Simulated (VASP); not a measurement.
Here is a VASP 6.6.1 calculation.

The input INCAR:

```
SYSTEM = Ir2Rh3
PREC = Accurate
ENCUT = 520
EDIFF = 1E-6
ISMEAR = 0
SIGMA = 0.1
LREAL = .False.
LASPH = .True.
NELM = 150
ALGO = Normal
ISIF = 2
LWAVE = .False.
LCHARG = .False.
ISPIN = 2
MAGMOM = 1 1 1 1 1 1 1 1 1 1
LORBIT = 11
LMAXMIX = 4
GGA = PE
NBANDS = 78
```

File KPOINTS:

```
regular mesh
0
Gamma
  6 6 1
  0 0 0
```

POSCAR

```
Ir2Rh3
1.0
    2.7362187000      0.0000000000      0.0000000000
   -1.3681094000      2.3696349000      0.0000000000
    0.0000000000      0.0000000000     22.0459703000
Ir Rh
4 6
Direct
    0.3333333000      0.6666667000      0.9492690000
    0.3333333000      0.6666667000      0.1514530000
    0.6666667000      0.3333333000      0.8485470000
    0.6666667000      0.3333333000      0.0507310000
    0.3333333000      0.6666667000      0.7485190000
    0.3333333000      0.6666667000      0.3513030000
    0.3333333000      0.6666667000      0.5495970000
    0.6666667000      0.3333333000      0.2514810000
    0.6666667000      0.3333333000      0.4504030000
    0.6666667000      0.3333333000      0.6486970000
```

Potentials or basis: VASP PAW PBE potentials, release 64 (Ir, Rh_pv).

The run is started by

```bash
$ cat potpaw_PBE.64/Ir/POTCAR potpaw_PBE.64/Rh_pv/POTCAR > POTCAR
$ mpirun -np 1 vasp_std > vasp.out
```

Question: What does it give for the largest force?

Answer: 0.079 eV/Å.

Question: Estimate the net moment.

Answer: -0.01 μB per cell.

Question: Estimate the pressure.

Answer: 0.7 GPa.

Stress tensor (GPa, compression positive):
```
 2.38  0.00  0.00
 0.00  2.38  0.00
 0.00  0.00 -2.60
```

Caveat: the k points lie up to 0.44 Å⁻¹ apart, too coarse for converged energies and pressures of a metal.
